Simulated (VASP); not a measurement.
MgO, 12 atoms in the cell. The cell holds a slab with vacuum, 12 atoms: a = 3.008 Å, b = 3.008 Å, c = 25.635 Å, α = 90.00°, β = 90.00°, γ = 90.00°. 

| Property | Result |
| --- | --- |
| Program | VASP 6.6.1 |
| Task | single point |
| Functional | PBE |
| Potentials or basis | VASP PAW PBE potentials, release 64 (Mg, O) |
| Cutoff | 520 eV |
| k mesh | 9 × 9 × 1 |
| Occupations | methfessel-paxton, width 0.2 eV |
| Spin | no spin polarisation |
| Dipole correction | yes |
| Further INCAR settings | ALGO = Normal; EDIFF = 1e-06; NBANDS = 36 |

Potentials or basis: VASP PAW PBE potentials, release 64 (Mg, O).

The run is started by

```sh
$ cat potpaw_PBE.64/Mg/POTCAR potpaw_PBE.64/O/POTCAR > POTCAR
$ mpirun -np 1 vasp_std > vasp.out
```

Hardware: 1 thread of Intel(R) Xeon(R) 6975P-C (Granite Rapids), on a shared host.

Q: How long does it take, and how much memory?

A: It took 120 s on 1 thread of Intel(R) Xeon(R) 6975P-C (Granite Rapids), with other jobs on the host, peak memory 0.36 GiB. Counts: scf iterations 25, k points 15.
